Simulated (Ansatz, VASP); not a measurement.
## CoSn2: VASP beside Ansatz

```
Co Sn
1.0
    -3.18250    3.18250    2.72850
     3.18250   -3.18250    2.72850
     3.18250    3.18250   -2.72850
Co Sn
2 4
Direct
  0.25000 0.25000 0.00000
  0.75000 0.75000 0.00000
  0.65800 0.15800 0.81600
  0.15800 0.34200 0.50000
  0.34200 0.84200 0.18400
  0.84200 0.65800 0.50000
```

Alike in both runs: task single point; functional LDA; k mesh 8 × 8 × 8; occupations gaussian, width 0.1 eV; collinear spin.

```csv
,VASP,Ansatz
version,VASP 6.6.1,Ansatz 0.2.0
potentials or method,"VASP PAW LDA potentials, release 64 (Co, Sn_d), cutoff 520 eV","scalar-relativistic, plane waves, PAW"
valence electrons in the cell,74,90
```

Ansatz gave:

```
gap on the k mesh at the Fermi level (eV)                     : none
pressure (GPa)                                                : -7.1
traceless stress, the component that is largest in VASP (GPa) : -0.12
rms of the force components (eV/Å)                            : 0.415
net moment per atom (μB)                                      : 0.00
```

Problem. Estimate VASP's values.

Solution. gap on the k mesh at the Fermi level (eV): none; pressure (GPa): -7.1; traceless stress, the component that is largest in VASP (GPa): -0.11; rms of the force components (eV/Å): 0.420; net moment per atom (μB): 0.00.

LDA's correlation is that of Perdew and Zunger in VASP and of Perdew and Wang (1992) in Ansatz. Atom by atom the forces differ by 0.005 eV/Å (rms over components). A gap of «none» marks a metal or a gap that the smearing closes. VASP's potentials hold 74 valence electrons a cell and Ansatz's 90, so a difference there can come from the potentials and not from the codes. Ansatz's warnings: seeded moment not kept.
